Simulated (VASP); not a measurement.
A run of VASP 6.6.1 is set up as follows.

File INCAR:

```
SYSTEM = Se
ALGO = Normal ; EDIFF = 1E-6
EDIFFG = -0.008 ; ENCUT = 600
GGA = PE ; IBRION = 2
ISIF = 3 ; ISMEAR = 0
LASPH = .True. ; LCHARG = .False.
LREAL = .False. ; LWAVE = .False.
NELM = 100 ; NSW = 70
PREC = Accurate ; PSTRESS = 20.0
SIGMA = 0.02
```

The input KPOINTS:

```
k-points
0
Gamma
  6 6 6
  0 0 0
```

File POSCAR:

```
Se
1.0
    4.4968846641      0.0000000000      0.0000000000
   -2.2484423321      3.8944163570      0.0000000000
    0.0000000000      0.0000000000      5.0115220427
Se
3
Direct
    0.2185979062      0.0000000000      0.3333333333
    0.0000000000      0.2185979062      0.6666666667
    0.7814020938      0.7814020938      0.0000000000
```

Potentials or basis: VASP PAW PBE potentials, release 64 (Se).

Launch:

```sh
$ cat potpaw_PBE.64/Se/POTCAR > POTCAR
$ mpirun -np 1 vasp_std > vasp.out
```

Q: Estimate the band gap on the k mesh.

A: 0.61 eV, direct.

Q: Estimate the relaxed cell.

A: a = 4.117 Å, b = 4.117 Å, c = 5.118 Å, α = 90.00°, β = 90.00°, γ = 120.00°.

Q: Predict the relaxed volume.

A: 25.04 Å³/atom.

Q: Estimate the space group after relaxing (to 0.05 Å).

A: P3_121 (No. 152).

Final structure:
```
CELL_PARAMETERS angstrom
4.11698 0.00000 0.00000
-2.05849 3.56541 0.00000
0.00000 0.00000 5.11811
ATOMIC_POSITIONS crystal
Se 0.24412 0.00000 0.33333
Se 0.00000 0.24412 0.66667
Se 0.75588 0.75588 0.00000
```

Caveat: the cell is relaxed towards a set pressure, so the enthalpy falls and the energy may rise. Expect the measured gap to be larger: semilocal functionals such as PBE lack the derivative discontinuity.
